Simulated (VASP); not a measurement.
# CsGa (CsCl type) (Pm-3m) in VASP: notebook

Runs on CsGa (CsCl type). Level: r2SCAN. Tasks: single point, relaxation of cell and atoms.

All numbers are computed with VASP 6.6.1; they aren't measurements. Logs are shortened: lines on timing, memory, paths and dates and some standing lists are left out, and cuts for length are marked.

**1. The cell of the first run**

Symmetry: Pm-3m, No. 221, cubic system. The conventional cell has a = 4.412 Å, b = 4.412 Å, c = 4.412 Å, α = 90.00°, β = 90.00°, γ = 90.00°. Within 5.0 Å of Cs (site symmetry m-3m) lie 8 Ga at 3.82 Å and 6 Cs at 4.41 Å. Within 5.0 Å of Ga (site symmetry m-3m) lie 8 Cs at 3.82 Å and 6 Ga at 4.41 Å.

**2. Single point, r2SCAN**

The input, POSCAR:

```
CsGa
1.0
    4.4120548832      0.0000000000      0.0000000000
    0.0000000000      4.4120548832      0.0000000000
    0.0000000000      0.0000000000      4.4120548832
Cs Ga
1 1
Direct
    0.0000000000      0.0000000000      0.0000000000
    0.5000000000      0.5000000000      0.5000000000
```

The input, INCAR.step1:

```
PREC     = Accurate       # precision mode
ENCUT    = 520            # plane-wave cutoff, eV
ISMEAR   = -1             # smearing method
SIGMA    = 0.05           # smearing width, eV
LREAL    = False          # projectors in reciprocal space
LASPH    = True           # aspherical terms in the spheres
NELM     = 100            # most SCF steps
NBANDS   = 18             # bands
GGA      = PE             # functional
ALGO     = Normal         # electronic algorithm
EDIFF    = 1E-4           # SCF threshold, eV
LWAVE    = True           # write WAVECAR
LCHARG   = False          # write CHGCAR
```

The input, INCAR.step2:

```
PREC     = Accurate       # precision mode
ENCUT    = 520            # plane-wave cutoff, eV
EDIFF    = 1E-6           # SCF threshold, eV
ISMEAR   = -1             # smearing method
SIGMA    = 0.05           # smearing width, eV
LREAL    = False          # projectors in reciprocal space
LASPH    = True           # aspherical terms in the spheres
NELM     = 100            # most SCF steps
ALGO     = Normal         # electronic algorithm
ISIF     = 2              # what is computed and relaxed
LWAVE    = False          # write WAVECAR
LCHARG   = True           # write CHGCAR
METAGGA  = R2SCAN         # meta-GGA
LMIXTAU  = True         
LELF     = True           # ELF
LVHAR    = True         
NBANDS   = 18             # bands
ISTART   = 1
```

The input, KPOINTS:

```
regular mesh
0
Gamma
  8 8 8
```

Potentials or basis: VASP PAW PBE potentials, release 64 (Cs_sv, Ga_d).

On the command line:

```
cat potpaw_PBE.64/Cs_sv/POTCAR potpaw_PBE.64/Ga_d/POTCAR > POTCAR
cp INCAR.step1 INCAR
mpirun -np 1 vasp_std > vasp.out
cp INCAR.step2 INCAR
mpirun -np 1 vasp_std > vasp.out
```

OUTCAR:

```text
PREC = Accurate
   ENCUT = 520
   EDIFF = 1E-6
   ISMEAR = -1
   LREAL = False
   LASPH = True
   NELM = 100
   ISIF = 2
   METAGGA = R2SCAN
   ISTART = 1

 ion  position               nearest neighbor table
   1  0.000  0.000  0.000-
   2  0.500  0.500  0.500-

  LATTYP: Found a simple cubic cell.
 ALAT       =     4.4120548832

  Lattice vectors:

 A1 = (   4.4120548832,   0.0000000000,   0.0000000000)
 A2 = (   0.0000000000,   4.4120548832,   0.0000000000)
 A3 = (   0.0000000000,   0.0000000000,   4.4120548832)

Analysis of symmetry for initial positions (statically):
=====================================================================
 Subroutine PRICEL returns:
 Original cell was already a primitive cell.

 Routine SETGRP: Setting up the symmetry group for a
 simple cubic supercell.

 Subroutine GETGRP returns: Found 48 space group operations
 (whereof 48 operations were pure point group operations)
 out of a pool of 48 trial point group operations.

The static configuration has the point symmetry O_h .

Analysis of symmetry for dynamics (positions and initial velocities):
=====================================================================
 Subroutine PRICEL returns:
 Original cell was already a primitive cell.

 Routine SETGRP: Setting up the symmetry group for a
 simple cubic supercell.

 Subroutine GETGRP returns: Found 48 space group operations
 (whereof 48 operations were pure point group operations)
 out of a pool of 48 trial point group operations.

The dynamic configuration has the point symmetry O_h .

 Subroutine INISYM returns: Found 48 space group operations
 (whereof 48 operations are pure point group operations),
 and found     1 'primitive' translations

----------------------------------------------------------------------------------------

                                     Primitive cell

  volume of cell :      85.8861

  direct lattice vectors                    reciprocal lattice vectors
     4.412054883  0.000000000  0.000000000     0.226651759  0.000000000  0.000000000
     0.000000000  4.412054883  0.000000000     0.000000000  0.226651759  0.000000000
     0.000000000  0.000000000  4.412054883     0.000000000  0.000000000  0.226651759

  length of vectors
     4.412054883  4.412054883  4.412054883     0.226651759  0.226651759  0.226651759

  position of ions in fractional coordinates (direct lattice)
     0.000000000  0.000000000  0.000000000
     0.500000000  0.500000000  0.500000000

  ion indices of the primitive-cell ions
   primitive index   ion index
                 1           1
                 2           2

----------------------------------------------------------------------------------------

 KPOINTS: regular mesh

Automatic generation of k-mesh.
 Grid dimensions read from file:
 generate k-points for:    8    8    8

 Generating k-lattice:

  Cartesian coordinates                     Fractional coordinates (reciprocal lattice)
     0.028331470  0.000000000  0.000000000     0.125000000  0.000000000  0.000000000
     0.000000000  0.028331470  0.000000000     0.000000000  0.125000000  0.000000000
     0.000000000  0.000000000  0.028331470     0.000000000  0.000000000  0.125000000

  Length of vectors
     0.028331470  0.028331470  0.028331470

  Shift w.r.t. Gamma in fractional coordinates (k-lattice)
     0.000000000  0.000000000  0.000000000

 Subroutine IBZKPT returns following result:
 ===========================================

 Found     35 irreducible k-points:

 Following reciprocal coordinates:
            Coordinates               Weight
  0.000000  0.000000  0.000000      1.000000
  0.125000  0.000000  0.000000      6.000000
  0.250000  0.000000  0.000000      6.000000
  0.375000  0.000000  0.000000      6.000000
  0.500000  0.000000  0.000000      3.000000
  0.125000  0.125000  0.000000     12.000000
[... 16 lines left out ...]
  0.375000  0.375000  0.125000     24.000000
  0.500000  0.375000  0.125000     24.000000
 [... further k-points ...]
   k-points           NKPTS =     35   k-points in BZ     NKDIM =     35   number of bands    NBANDS=     18
   number of dos      NEDOS =    301   number of ions     NIONS =      2
   total plane-waves  NPLWV =  46656
   dimension x,y,z NGX =    36 NGY =   36 NGZ =   36
   dimension x,y,z NGXF=    72 NGYF=   72 NGZF=   72
   ions per type =               1   1
   NGX,Y,Z   is equivalent  to a cutoff of  13.56, 13.56, 13.56 a.u.
   NGXF,Y,Z  is equivalent  to a cutoff of  27.13, 27.13, 27.13 a.u.
 SYSTEM =  unknown system
   PREC   = accura    normal or accurate (medium, high low for compatibility)
   ISTART =      1    job   : 0-new  1-cont  2-samecut
   ICHARG =      0    charge: 1-file 2-atom 10-const
   ISPIN  =      1    spin polarized calculation?
   LNONCOLLINEAR =      F non collinear calculations
   LSORBIT =      F    spin-orbit coupling
   LASPH  =      T    aspherical Exc in radial PAW
   ENCUT  =  520.0 eV  38.22 Ry    6.18 a.u.   8.20  8.20  8.20*2*pi/ulx,y,z
   NELM   =    100;   NELMIN=  2; NELMDL=  0     # of ELM steps
   EDIFF  = 0.1E-05   stopping-criterion for ELM
   LREAL  =      F    real-space projection
   EDIFFG = 0.1E-04   stopping-criterion for IOM
   NSW    =      0    number of steps for IOM
   IBRION =     -1    ionic relax: 0-MD 1-quasi-New 2-CG
   NFREE  =      0    steps in history (QN), initial steepest desc. (CG)
   ISIF   =      2    stress and relaxation
   ISYM   =      2    0-nonsym 1-usesym 2-fastsym
   POTIM  = 0.5000    time-step for ionic-motion
   TEBEG  =    0.0;   TEEND  =   0.0 temperature during run
   PSTRESS=    0.0 pullay stress
   NELECT =      22.0000    total number of electrons
   NUPDOWN=      -1.0000    fix difference up-down
   EMIN   =  10.00;   EMAX   =-10.00  energy-range for DOS
   EFERMI =   0.00;   METHOD = LEGACY
   ISMEAR =    -1;   SIGMA  =   0.05  broadening in eV -4-tet -1-fermi 0-gaus
   EFERMI_NEDOS =   21; number of points for ismear=-14 and -15
   IALGO  =     38    algorithm
   IMIX   =      4    mixing-type and parameters
     AMIX     =   0.40;   BMIX     =  1.00
     AMIX_MAG =   1.60;   BMIX_MAG =  1.00
  volume/ion in A,a.u.               =      42.94       289.79
  Fermi-wavevector in a.u.,A,eV,Ry     =   1.039700  1.964749 14.707580  1.080977
  Thomas-Fermi vector in A             =   2.174242
   LORBIT       =      0    0 simple, 1 ext, 2 COOP (PROOUT), +10 PAW based schemes
   METAGGA = R2SCAN    functional components
   LHFCALC =     F    Hartree Fock is set to
   AEXX    =    0.0000 exact exchange contribution
   IVDW    =     0    specifies the selected vdW correction
   LEPSILON=     F    determine dielectric tensor
   LRPA    =     F    only Hartree local field effects (RPA)
 non-spin polarized calculation
  energy-cutoff  :      520.00
  volume of cell :       85.89
 maximum number of plane-waves:      2360
 NGX is ok and might be reduce to    36
   NGX = 17   NGY = 17   NGZ = 17

 number of electron      21.9999981 magnetization

 Free energy of the ion-electron system (eV)
  ---------------------------------------------------
  ext. energy  EPLUGINS =         0.00000000
  ---------------------------------------------------
  free energy    TOTEN  =       -35.67653158 eV

  energy without entropy =      -35.65699627  energy(sigma->0) =      -35.66676392

 E-fermi :   1.9906     XC(G=0):  -8.4780

 val. band max:        1.9473430083   @ k =   0.2500   0.0000   0.0000
 cond. band min:       2.0051857530   @ k =   0.2500   0.1250   0.0000
 fundamental gap:      0.0578427447
 Fermi energy:         1.9906130818

 k-point     1 :       0.0000    0.0000    0.0000
  band No.  band energies     occupation
      1     -21.2787      2.00000
      2     -13.6049      2.00000
      3     -13.6049      2.00000
      4     -13.6026      2.00000
      5     -13.6026      2.00000
      6     -13.6026      2.00000
[... 10 lines left out ...]
     17       8.5667      0.00000
     18       8.5667      0.00000

 k-point     2 :       0.1250    0.0000    0.0000
  band No.  band energies     occupation
      1     -21.2731      2.00000
      2     -13.6048      2.00000
      3     -13.6037      2.00000
      4     -13.6031      2.00000
      5     -13.6031      2.00000
      6     -13.6025      2.00000
[... 10 lines left out ...]
     17       8.6258      0.00000
     18       8.6260      0.00000

 k-point     3 :       0.2500    0.0000    0.0000
  band No.  band energies     occupation
      1     -21.2595      2.00000
      2     -13.6047      2.00000
      3     -13.6043      2.00000
      4     -13.6043      2.00000
      5     -13.6024      2.00000
      6     -13.6007      2.00000
[... 10 lines left out ...]
     17       8.7867      0.00000
     18       8.8717      0.00000

 k-point     4 :       0.3750    0.0000    0.0000
  band No.  band energies     occupation
      1     -21.2459      2.00000
      2     -13.6055      2.00000
      3     -13.6055      2.00000
      4     -13.6046      2.00000
      5     -13.6023      2.00000
      6     -13.5978      2.00000
[... 10 lines left out ...]
     17       8.9646      0.00000
     18       9.2017      0.00000

 k-point     5 :       0.5000    0.0000    0.0000
  band No.  band energies     occupation
      1     -21.2403      2.00000
      2     -13.6060      2.00000
      3     -13.6060      2.00000
      4     -13.6045      2.00000
      5     -13.6023      2.00000
      6     -13.5965      2.00000
[... 10 lines left out ...]
     17       9.0485      0.00000
     18       9.1132      0.00000

 k-point     6 :       0.1250    0.1250    0.0000
  band No.  band energies     occupation
      1     -21.2676      2.00000
      2     -13.6042      2.00000
      3     -13.6035      2.00000
      4     -13.6031      2.00000
      5     -13.6030      2.00000
      6     -13.6029      2.00000
[... 307 lines left out ...]
 k-point    21 :       0.3750    0.2500    0.1250
  band No.  band energies     occupation
      1     -21.2229      2.00000
      2     -13.6064      2.00000
      3     -13.6049      2.00000
      4     -13.6042      2.00000
      5     -13.6007      2.00000
      6     -13.5956      2.00000
[... 10 lines left out ...]
     17       8.4678      0.00000
     18       8.6447      0.00000

 k-point    22 :       0.5000    0.2500    0.1250
  band No.  band energies     occupation
      1     -21.2175      2.00000
      2     -13.6068      2.00000
      3     -13.6051      2.00000
      4     -13.6041      2.00000
      5     -13.6006      2.00000
      6     -13.5944      2.00000
[... 10 lines left out ...]
     17       8.9742      0.00000
     18       9.1310      0.00000

 k-point    23 :       0.3750    0.3750    0.1250
  band No.  band energies     occupation
      1     -21.2102      2.00000
      2     -13.6066      2.00000
      3     -13.6052      2.00000
      4     -13.6049      2.00000
      5     -13.5996      2.00000
      6     -13.5935      2.00000
[... 10 lines left out ...]
     17       8.1520      0.00000
     18       9.1019      0.00000

 k-point    24 :       0.5000    0.3750    0.1250
  band No.  band energies     occupation
      1     -21.2049      2.00000
      2     -13.6068      2.00000
      3     -13.6053      2.00000
      4     -13.6052      2.00000
      5     -13.5993      2.00000
      6     -13.5925      2.00000
[... 10 lines left out ...]
     17       8.1100      0.00000
     18       9.4534      0.00000

 [... further k-points ...]
[... 5 lines left out ...]
  --------------------------------------------------------------------------------------
  -------------------------------------------------------------------------------------
  Total        0.0210817      0.0210817      0.0210817      0.0000000      0.0000000     -0.0000000
  in kB        0.3932721      0.3932721      0.3932721      0.0000000      0.0000000     -0.0000000
  external PRESSURE =       0.3932721 kB  Pullay stress =       0.0000000 kB

 VOLUME and BASIS-vectors are now :
 -----------------------------------------------------------------------------
  energy-cutoff  :      520.00
  volume of cell :       85.89
      direct lattice vectors                 reciprocal lattice vectors
     4.412054883  0.000000000  0.000000000     0.226651759  0.000000000  0.000000000
     0.000000000  4.412054883  0.000000000     0.000000000  0.226651759  0.000000000
     0.000000000  0.000000000  4.412054883     0.000000000  0.000000000  0.226651759

 POSITION                                       TOTAL-FORCE (eV/Angst)
 -----------------------------------------------------------------------------------
      0.00000      0.00000      0.00000         0.000000      0.000000      0.000000
      2.20603      2.20603      2.20603         0.000000      0.000000      0.000000
 -----------------------------------------------------------------------------------
    total drift:                                0.000000      0.000000      0.000000

  FREE ENERGIE OF THE ION-ELECTRON SYSTEM (eV)
  ---------------------------------------------------
  free  energy   TOTEN  =       -35.6765315779 eV

  energy  without entropy=      -35.6569962721  energy(sigma->0) =      -35.66676392
```

It took 1.7 min on 1 thread of Intel Xeon 6975P-C (Granite Rapids), shared host; peak memory 0.24 GiB.

What came out:

* Free energy: -35.6765 eV
* Pressure: 0.0 GPa
* Band gap on the k mesh: zero (bands 11 and 12 overlap by 3.08 eV)

Caveat: the PAW data sets were made with another functional, which shifts forces and pressure a little; spin-orbit coupling is left out, which moves the levels of the heavy elements.

**3. Single point, r2SCAN**

POSCAR is that of step 2.

INCAR.step1 is that of step 2.

INCAR.step2: that of step 2 with these lines changed.

```diff
@@ -11,7 +11,5 @@
 LWAVE    = False          # write WAVECAR
-LCHARG   = True           # write CHGCAR
+LCHARG   = False          # write CHGCAR
 METAGGA  = R2SCAN         # meta-GGA
 LMIXTAU  = True         
-LELF     = True           # ELF
-LVHAR    = True         
 NBANDS   = 18             # bands
```

The input, KPOINTS:

```
Automatic mesh
0
Gamma
  8 8 8
```

Potentials or basis: VASP PAW PBE potentials, release 64 (Cs_sv, Ga_d).

On the command line:

```
cat potpaw_PBE.64/Cs_sv/POTCAR potpaw_PBE.64/Ga_d/POTCAR > POTCAR
cp INCAR.step1 INCAR
mpirun -np 1 vasp_std > vasp.out
cp INCAR.step2 INCAR
mpirun -np 1 vasp_std > vasp.out
```

Wall time 1.9 min (1 thread of Intel Xeon 6975P-C (Granite Rapids), shared host); peak memory 0.24 GiB.

The run converged. Its results:

| Item | Value |
| --- | --- |
| Free energy | -35.6765 eV |
| Pressure | 0.0 GPa |
| Band gap on the k mesh | zero (bands 11 and 12 overlap by 3.08 eV) |

Levels at points of the mesh, in eV from the Fermi level:
| k point | band 8 | band 9 | band 10 | band 11 | band 12 | band 13 | band 14 | band 15 |
| --- | --- | --- | --- | --- | --- | --- | --- | --- |
| (0.00, 0.00, 0.00) | -9.56 | -9.56 | -6.46 | 2.20 | 2.20 | 2.31 | 2.31 | 2.31 |
| (0.50, 0.00, 0.00) | -9.48 | -9.48 | -5.32 | -1.35 | 1.62 | 1.62 | 3.20 | 5.59 |
| (0.50, 0.50, 0.00) | -10.04 | -9.44 | -5.61 | 0.25 | 0.25 | 2.60 | 2.74 | 4.45 |
| (0.50, 0.50, 0.50) | -9.91 | -9.91 | -4.94 | -0.88 | -0.88 | -0.88 | 6.43 | 6.43 |

Caveat: the PAW data sets were made with another functional, which shifts forces and pressure a little; spin-orbit coupling is left out, which moves the levels of the heavy elements.

**4. Relaxation of cell and atoms, r2SCAN**

POSCAR is that of step 3.

The input, INCAR.step1:

```
SYSTEM = CsGa
ALGO     = Normal         ! electronic algorithm
EDIFF    = 1E-4           ! SCF threshold, eV
ENCUT    = 600            ! plane-wave cutoff, eV
GGA      = PE             ! functional
ISMEAR   = -1             ! smearing method
LASPH    = .TRUE.         ! aspherical terms in the spheres
LCHARG   = .FALSE.        ! write CHGCAR
LREAL    = .FALSE.        ! projectors in reciprocal space
LWAVE    = .TRUE.         ! write WAVECAR
NELM     = 100            ! most SCF steps
PREC     = Accurate       ! precision mode
SIGMA    = 0.05           ! smearing width, eV
```

The input, INCAR.step2:

```
SYSTEM = CsGa
ALGO     = Normal         ! electronic algorithm
EDIFF    = 1E-6           ! SCF threshold, eV
EDIFFG   = -0.005         ! ionic threshold
ENCUT    = 600            ! plane-wave cutoff, eV
IBRION   = 2              ! ionic algorithm
ISIF     = 3              ! what is computed and relaxed
ISMEAR   = -1             ! smearing method
ISTART   = 1            
LASPH    = .TRUE.         ! aspherical terms in the spheres
LCHARG   = .FALSE.        ! write CHGCAR
LMIXTAU  = .TRUE.       
LREAL    = .FALSE.        ! projectors in reciprocal space
LWAVE    = .FALSE.        ! write WAVECAR
METAGGA  = R2SCAN         ! meta-GGA
NELM     = 100            ! most SCF steps
NSW      = 32             ! ionic steps
PREC     = Accurate       ! precision mode
SIGMA    = 0.05           ! smearing width, eV
```

The input, KPOINTS:

```
k-points
0
G
  8 8 8
  0 0 0
```

On the command line:

```
cat potpaw_PBE.64/Cs_sv/POTCAR potpaw_PBE.64/Ga_d/POTCAR > POTCAR
cp INCAR.step1 INCAR
mpirun -np 1 vasp_std > vasp.out
cp INCAR.step2 INCAR
mpirun -np 1 vasp_std > vasp.out
```

Wall time 94 s (1 thread of Intel Xeon 6975P-C (Granite Rapids), shared host); peak memory 0.24 GiB.

Results (log left out):

- Free energy: -35.6771 eV
- Pressure after relaxing: 0.0 GPa
- Band gap on the k mesh: zero (bands 11 and 12 overlap by 3.08 eV)

Final structure:
```yaml
crystal:
  lattice:
    - [4.41205, 0.00000, 0.00000]
    - [0.00000, 4.41205, 0.00000]
    - [0.00000, 0.00000, 4.41205]
  atoms:
    - { symbol: Cs, position: [0.00000, 0.00000, 0.00000] }
    - { symbol: Ga, position: [0.50000, 0.50000, 0.50000] }
```

Levels at points of the mesh, in eV from the Fermi level:
```tsv
k point	band 8	band 9	band 10	band 11	band 12	band 13	band 14	band 15
(0.00, 0.00, 0.00)	-9.56	-9.56	-6.46	2.20	2.20	2.31	2.31	2.31
(0.50, 0.00, 0.00)	-9.48	-9.48	-5.32	-1.35	1.62	1.62	3.20	5.59
(0.50, 0.50, 0.00)	-10.04	-9.43	-5.61	0.25	0.25	2.60	2.74	4.45
(0.50, 0.50, 0.50)	-9.91	-9.91	-4.94	-0.88	-0.88	-0.88	6.42	6.42
```

Caveat: the relaxation stopped at its first step, so nothing moved; the PAW data sets were made with another functional, which shifts forces and pressure a little; spin-orbit coupling is left out, which moves the levels of the heavy elements.

The gap in the log of VASP goes by the Fermi energy; the results here count the filled bands.